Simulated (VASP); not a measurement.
# ZnS (F-43m) in VASP: single point with PBE

Aim: the single point of ZnS with PBE.

All numbers are computed with VASP 6.6.1; they aren't measurements. Logs are shortened: lines on timing, memory, paths and dates and some standing lists are left out, and cuts for length are marked.

### 1 The cell of the first run

The structure is cubic, space group F-43m (No. 216). Conventional cell: a = 5.442 Å, b = 5.442 Å, c = 5.442 Å, α = 90.00°, β = 90.00°, γ = 90.00°. Zn (site symmetry -43m) has 4 S at 2.36 Å within 3.1 Å. Within 3.1 Å of S (site symmetry -43m) lie 4 Zn at 2.36 Å.

### 2 Single point, PBE

Input file INCAR:

```
SYSTEM = ZnS
ALGO     = Normal         ! electronic algorithm
EDIFF    = 1E-6           ! SCF threshold, eV
ENCUT    = 520            ! plane-wave cutoff, eV
GGA      = PE             ! functional
ISIF     = 2              ! what is computed and relaxed
ISMEAR   = 0              ! smearing method
LASPH    = .TRUE.         ! aspherical terms in the spheres
LCHARG   = .FALSE.        ! write CHGCAR
LREAL    = .FALSE.        ! projectors in reciprocal space
LWAVE    = .FALSE.        ! write WAVECAR
NBANDS   = 16             ! bands
NELM     = 60             ! most SCF steps
PREC     = Accurate       ! precision mode
SIGMA    = 0.01           ! smearing width, eV
```

Input file KPOINTS:

```
k-points
0
G
  10 10 10
  0 0 0
```

Input file POSCAR:

```
ZnS
1.0
    0.0000000000      2.7211543806      2.7211543806
    2.7211543806      0.0000000000      2.7211543806
    2.7211543806      2.7211543806      0.0000000000
Zn S
1 1
Direct
    0.0000000000      0.0000000000      0.0000000000
    0.7500000000      0.7500000000      0.7500000000
```

Potentials or basis: VASP PAW PBE potentials, release 64 (Zn, S).

Run with:

```bash
> cat potpaw_PBE.64/Zn/POTCAR potpaw_PBE.64/S/POTCAR > POTCAR
> mpirun -np 1 vasp_std > vasp.out
```

OUTCAR:

```text
SYSTEM = ZnS
   EDIFF = 1E-6
   ENCUT = 520
   GGA = PE
   ISIF = 2
   ISMEAR = 0
   LASPH = .TRUE.
   LREAL = .FALSE.
   NELM = 60
   PREC = Accurate

 ion  position               nearest neighbor table
   1  0.000  0.000  0.000-   2 2.36   2 2.36   2 2.36   2 2.36
   2  0.750  0.750  0.750-   1 2.36   1 2.36   1 2.36   1 2.36

  LATTYP: Found a face centered cubic cell.
 ALAT       =     5.4423087612

  Lattice vectors:

 A1 = (   0.0000000000,   2.7211543806,   2.7211543806)
 A2 = (   2.7211543806,   0.0000000000,   2.7211543806)
 A3 = (   2.7211543806,   2.7211543806,   0.0000000000)

Analysis of symmetry for initial positions (statically):
=====================================================================
 Subroutine PRICEL returns:
 Original cell was already a primitive cell.

 Routine SETGRP: Setting up the symmetry group for a
 face centered cubic supercell.

 Subroutine GETGRP returns: Found 24 space group operations
 (whereof 24 operations were pure point group operations)
 out of a pool of 48 trial point group operations.

The static configuration has the point symmetry T_d .

Analysis of symmetry for dynamics (positions and initial velocities):
=====================================================================
 Subroutine PRICEL returns:
 Original cell was already a primitive cell.

 Routine SETGRP: Setting up the symmetry group for a
 face centered cubic supercell.

 Subroutine GETGRP returns: Found 24 space group operations
 (whereof 24 operations were pure point group operations)
 out of a pool of 48 trial point group operations.

The dynamic configuration has the point symmetry T_d .

 Subroutine INISYM returns: Found 24 space group operations
 (whereof 24 operations are pure point group operations),
 and found     1 'primitive' translations

----------------------------------------------------------------------------------------

                                     Primitive cell

  volume of cell :      40.2986

  direct lattice vectors                    reciprocal lattice vectors
     0.000000000  2.721154381  2.721154381    -0.183745547  0.183745547  0.183745547
     2.721154381  0.000000000  2.721154381     0.183745547 -0.183745547  0.183745547
     2.721154381  2.721154381  0.000000000     0.183745547  0.183745547 -0.183745547

  length of vectors
     3.848293430  3.848293430  3.848293430     0.318256623  0.318256623  0.318256623

  position of ions in fractional coordinates (direct lattice)
     0.000000000  0.000000000  0.000000000
     0.750000000  0.750000000  0.750000000

  ion indices of the primitive-cell ions
   primitive index   ion index
                 1           1
                 2           2

----------------------------------------------------------------------------------------

 KPOINTS: k-points

Automatic generation of k-mesh.
 Grid dimensions read from file:
 generate k-points for:   10   10   10

 Generating k-lattice:

  Cartesian coordinates                     Fractional coordinates (reciprocal lattice)
    -0.018374555  0.018374555  0.018374555     0.100000000  0.000000000  0.000000000
     0.018374555 -0.018374555  0.018374555     0.000000000  0.100000000  0.000000000
     0.018374555  0.018374555 -0.018374555     0.000000000  0.000000000  0.100000000

  Length of vectors
     0.031825662  0.031825662  0.031825662

  Shift w.r.t. Gamma in fractional coordinates (k-lattice)
     0.000000000  0.000000000  0.000000000

 Subroutine IBZKPT returns following result:
 ===========================================

 Found     47 irreducible k-points:

 Following reciprocal coordinates:
            Coordinates               Weight
  0.000000  0.000000  0.000000      1.000000
  0.100000  0.000000  0.000000      8.000000
  0.200000  0.000000  0.000000      8.000000
  0.300000  0.000000  0.000000      8.000000
  0.400000  0.000000  0.000000      8.000000
  0.500000  0.000000  0.000000      4.000000
[... 16 lines left out ...]
  0.300000  0.300000  0.000000      6.000000
  0.400000  0.300000  0.000000     24.000000
 [... further k-points ...]
   k-points           NKPTS =     47   k-points in BZ     NKDIM =     47   number of bands    NBANDS=     16
   number of dos      NEDOS =    301   number of ions     NIONS =      2
   total plane-waves  NPLWV =  27000
   dimension x,y,z NGX =    30 NGY =   30 NGZ =   30
   dimension x,y,z NGXF=    60 NGYF=   60 NGZF=   60
   ions per type =               1   1
   NGX,Y,Z   is equivalent  to a cutoff of  12.96, 12.96, 12.96 a.u.
   NGXF,Y,Z  is equivalent  to a cutoff of  25.92, 25.92, 25.92 a.u.
 SYSTEM =  ZnS
   PREC   = accura    normal or accurate (medium, high low for compatibility)
   ISTART =      0    job   : 0-new  1-cont  2-samecut
   ICHARG =      2    charge: 1-file 2-atom 10-const
   ISPIN  =      1    spin polarized calculation?
   LNONCOLLINEAR =      F non collinear calculations
   LSORBIT =      F    spin-orbit coupling
   LASPH  =      T    aspherical Exc in radial PAW
   ENCUT  =  520.0 eV  38.22 Ry    6.18 a.u.   7.16  7.16  7.16*2*pi/ulx,y,z
   NELM   =     60;   NELMIN=  2; NELMDL= -5     # of ELM steps
   EDIFF  = 0.1E-05   stopping-criterion for ELM
   LREAL  =      F    real-space projection
   EDIFFG = 0.1E-04   stopping-criterion for IOM
   NSW    =      0    number of steps for IOM
   IBRION =     -1    ionic relax: 0-MD 1-quasi-New 2-CG
   NFREE  =      0    steps in history (QN), initial steepest desc. (CG)
   ISIF   =      2    stress and relaxation
   ISYM   =      2    0-nonsym 1-usesym 2-fastsym
   POTIM  = 0.5000    time-step for ionic-motion
   TEBEG  =    0.0;   TEEND  =   0.0 temperature during run
   PSTRESS=    0.0 pullay stress
   NELECT =      18.0000    total number of electrons
   NUPDOWN=      -1.0000    fix difference up-down
   EMIN   =  10.00;   EMAX   =-10.00  energy-range for DOS
   EFERMI =   0.00;   METHOD = LEGACY
   ISMEAR =     0;   SIGMA  =   0.01  broadening in eV -4-tet -1-fermi 0-gaus
   EFERMI_NEDOS =   21; number of points for ismear=-14 and -15
   IALGO  =     38    algorithm
   IMIX   =      4    mixing-type and parameters
     AMIX     =   0.40;   BMIX     =  1.00
     AMIX_MAG =   1.60;   BMIX_MAG =  1.00
  volume/ion in A,a.u.               =      20.15       135.97
  Fermi-wavevector in a.u.,A,eV,Ry     =   1.251418  2.364838 21.307372  1.566048
  Thomas-Fermi vector in A             =   2.385367
   LORBIT       =      0    0 simple, 1 ext, 2 COOP (PROOUT), +10 PAW based schemes
   GGA     = PE    functional components
   LHFCALC =     F    Hartree Fock is set to
   AEXX    =    0.0000 exact exchange contribution
   IVDW    =     0    specifies the selected vdW correction
   LEPSILON=     F    determine dielectric tensor
   LRPA    =     F    only Hartree local field effects (RPA)
 non-spin polarized calculation
 Gauss-broadening in eV      SIGMA  =   0.01
  energy-cutoff  :      520.00
  volume of cell :       40.30
 maximum number of plane-waves:      1106
 NGX is ok and might be reduce to    30
   NGX = 15   NGY = 15   NGZ = 15

 number of electron      18.0000008 magnetization

 Free energy of the ion-electron system (eV)
  ---------------------------------------------------
  ext. energy  EPLUGINS =         0.00000000
  ---------------------------------------------------
  free energy    TOTEN  =        -6.85256321 eV

  energy without entropy =       -6.85256321  energy(sigma->0) =       -6.85256321

 E-fermi :   1.9593     XC(G=0):  -9.5310

 val. band max:        1.9116685254   @ k =   0.0000   0.0000   0.0000
 cond. band min:       3.9332367469   @ k =   0.0000   0.0000   0.0000
 fundamental gap:      2.0215682216
 Fermi energy:         1.9592738445

 k-point     1 :       0.0000    0.0000    0.0000
  band No.  band energies     occupation
      1     -11.0832      2.00000
      2      -4.3457      2.00000
      3      -4.3457      2.00000
      4      -4.3457      2.00000
      5      -3.8724      2.00000
      6      -3.8724      2.00000
[... 8 lines left out ...]
     15      13.6495      0.00000
     16      13.6634      0.00000

 k-point     2 :       0.1000    0.0000    0.0000
  band No.  band energies     occupation
      1     -11.0104      2.00000
      2      -4.3446      2.00000
      3      -4.3325      2.00000
      4      -4.3325      2.00000
      5      -3.8735      2.00000
      6      -3.8735      2.00000
[... 8 lines left out ...]
     15      13.2144      0.00000
     16      14.2501      0.00000

 k-point     3 :       0.2000    0.0000    0.0000
  band No.  band energies     occupation
      1     -10.8098      2.00000
      2      -4.3239      2.00000
      3      -4.3000      2.00000
      4      -4.3000      2.00000
      5      -3.8735      2.00000
      6      -3.8735      2.00000
[... 8 lines left out ...]
     15      12.8020      0.00000
     16      14.3679      0.00000

 k-point     4 :       0.3000    0.0000    0.0000
  band No.  band energies     occupation
      1     -10.5382      2.00000
      2      -4.2651      2.00000
      3      -4.2651      2.00000
      4      -4.2332      2.00000
      5      -3.8657      2.00000
      6      -3.8657      2.00000
[... 8 lines left out ...]
     15      13.1583      0.00000
     16      13.8132      0.00000
[... 324 lines left out ...]
 k-point    22 :      -0.2000    0.2000    0.0000
  band No.  band energies     occupation
      1     -10.4462      2.00000
      2      -4.2458      2.00000
      3      -4.2421      2.00000
      4      -4.2187      2.00000
      5      -3.8924      2.00000
      6      -3.8365      2.00000
[... 8 lines left out ...]
     15      14.7076      0.00000
     16      16.3856      0.00000

 k-point    23 :       0.3000    0.3000    0.0000
  band No.  band energies     occupation
      1     -10.3557      2.00000
      2      -4.3821      2.00000
      3      -4.1542      2.00000
      4      -4.1542      2.00000
      5      -3.8996      2.00000
      6      -3.8258      2.00000
[... 8 lines left out ...]
     15      14.7148      0.00000
     16      18.4079      0.00000

 k-point    24 :       0.4000    0.3000    0.0000
  band No.  band energies     occupation
      1     -10.1632      2.00000
      2      -4.3470      2.00000
      3      -4.1116      2.00000
      4      -4.1019      2.00000
      5      -3.8458      2.00000
      6      -3.8186      2.00000
[... 8 lines left out ...]
     15      15.2425      0.00000
     16      17.6187      0.00000

 [... further k-points ...]

------------------------ aborting loop because EDIFF is reached ----------------------------------------

  FORCE on cell =-STRESS in cart. coord.  units (eV):
  Direction    XX          YY          ZZ          XY          YZ          ZX
  --------------------------------------------------------------------------------------
  -------------------------------------------------------------------------------------
  Total        0.0491171      0.0491171      0.0491171     -0.0000000     -0.0000000      0.0000000
  in kB        1.9527817      1.9527817      1.9527817     -0.0000000     -0.0000000      0.0000000
  external PRESSURE =       1.9527817 kB  Pullay stress =       0.0000000 kB

 VOLUME and BASIS-vectors are now :
 -----------------------------------------------------------------------------
  energy-cutoff  :      520.00
  volume of cell :       40.30
      direct lattice vectors                 reciprocal lattice vectors
     0.000000000  2.721154381  2.721154381    -0.183745547  0.183745547  0.183745547
     2.721154381  0.000000000  2.721154381     0.183745547 -0.183745547  0.183745547
     2.721154381  2.721154381  0.000000000     0.183745547  0.183745547 -0.183745547

 POSITION                                       TOTAL-FORCE (eV/Angst)
 -----------------------------------------------------------------------------------
      0.00000      0.00000      0.00000         0.000000      0.000000     -0.000000
      4.08173      4.08173      4.08173        -0.000000     -0.000000      0.000000
 -----------------------------------------------------------------------------------
    total drift:                                0.000000      0.000000      0.000000

  FREE ENERGIE OF THE ION-ELECTRON SYSTEM (eV)
  ---------------------------------------------------
  free  energy   TOTEN  =        -6.8525632065 eV

  energy  without entropy=       -6.8525632065  energy(sigma->0) =       -6.85256321
```

Wall time 13 s (1 thread of Intel Xeon 6975P-C (Granite Rapids), shared host); peak memory 0.18 GiB.

What came out:

- Free energy: -6.8526 eV
- Pressure: 0.2 GPa
- Band gap on the k mesh: 2.02 eV, direct

Levels at points of the mesh, in eV from the valence-band top:
| k point | band 5 | band 6 | band 7 | band 8 | band 9 | band 10 | band 11 | band 12 | band 13 | band 14 |
| --- | --- | --- | --- | --- | --- | --- | --- | --- | --- | --- |
| (0.00, 0.00, 0.00) | -5.78 | -5.78 | 0.00 | 0.00 | 0.00 | 2.02 | 6.41 | 6.41 | 6.41 | 11.74 |
| (0.50, 0.00, 0.00) | -5.76 | -5.59 | -5.15 | -0.84 | -0.84 | 3.27 | 6.94 | 6.94 | 8.80 | 12.07 |
| (0.50, 0.50, 0.00) | -5.71 | -5.58 | -4.48 | -2.14 | -2.14 | 3.45 | 4.07 | 10.83 | 11.83 | 11.83 |
